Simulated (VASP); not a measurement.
Input of a VASP 6.6.1 run:

INCAR

```
SYSTEM = Ta
  PREC = Accurate
  ENCUT = 520
  EDIFF = 1E-6
  ISMEAR = -1
  SIGMA = 0.05
  LREAL = .FALSE.
  LASPH = .TRUE.
  NELM = 100
  ALGO = Normal
  ISIF = 2
  LWAVE = .FALSE.
  LCHARG = .TRUE.
  GGA = PE
  LELF = .TRUE.
  LVHAR = .TRUE.
  NBANDS = 18
```

The input KPOINTS:

```
Automatic mesh
0
G
  11 11 5
  0 0 0
```

The input POSCAR:

```
Ta
1.0
    2.8411641924      0.0000000000      0.0000000000
   -1.4205820962      2.4605203670      0.0000000000
    0.0000000000      0.0000000000      5.0608102442
Ta
2
Direct
    0.3333333333      0.6666666667      0.2500000000
    0.6666666667      0.3333333333      0.7500000000
```

Potentials or basis: VASP PAW PBE potentials, release 64 (Ta_pv).

Run with:

```bash
$ cat potpaw_PBE.64/Ta_pv/POTCAR > POTCAR
$ mpirun -np 1 vasp_std > vasp.out
```

Task: Estimate the pressure.

Result: 12.2 GPa.

Task: What does it give for the band gap on the k mesh?

Result: Zero (band 11 reaches 7.15 eV, above the bottom of band 12 at 5.49 eV).

Stress tensor (GPa, compression positive):
```
12.32  0.00  0.00
 0.00 12.32  0.00
 0.00  0.00 11.94
```

Caveat: spin-orbit coupling is left out, which moves the levels of the heavy elements.
